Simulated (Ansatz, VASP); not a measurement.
# Two plane-wave programs on Nb16H

```
CELL_PARAMETERS angstrom
6.60000 0.00000 0.00000
0.00000 6.60000 0.00000
0.00000 0.00000 6.60000
ATOMIC_POSITIONS crystal
Nb 0.00262 0.00004 0.99947
Nb 0.50327 0.99956 0.99949
Nb 0.00258 0.50060 0.99949
Nb 0.99241 0.00863 0.49950
Nb 0.24727 0.25034 0.24978
Nb 0.50328 0.50103 0.99949
Nb 0.49967 0.00292 0.49945
Nb 0.74663 0.25033 0.25027
Nb 0.99244 0.49209 0.49952
Nb 0.25746 0.75032 0.24118
Nb 0.24733 0.25032 0.74921
Nb 0.49975 0.49773 0.49946
Nb 0.75021 0.75035 0.24689
Nb 0.74661 0.25032 0.74880
Nb 0.25744 0.75030 0.75770
Nb 0.75012 0.75034 0.75208
H 0.12490 0.75038 0.49941
```

Alike in both runs: functional LDA; k mesh 2 × 2 × 2; occupations fermi-dirac, width 0.1 eV; no spin polarisation.

Ansatz relaxed the structure, and its values are those at the end. VASP's run is a single point on that final structure, the one shown.

|  | VASP | Ansatz |
| --- | --- | --- |
| version | VASP 6.6.1 | Ansatz 0.2.0 |
| potentials or method | VASP PAW LDA potentials, release 64 (Nb_sv, H), cutoff 520 eV | scalar-relativistic, plane waves, PAW |
| valence electrons in the cell | 209 | 209 |

|  | VASP | Ansatz | Ansatz less VASP |
| --- | --- | --- | --- |
| rms of the force components (eV/Å) | 0.018 | 0.018 | -0.0002 |

LDA's correlation is that of Perdew and Zunger in VASP and of Perdew and Wang (1992) in Ansatz.

The k mesh is coarse, so the values compare programs but aren't converged.
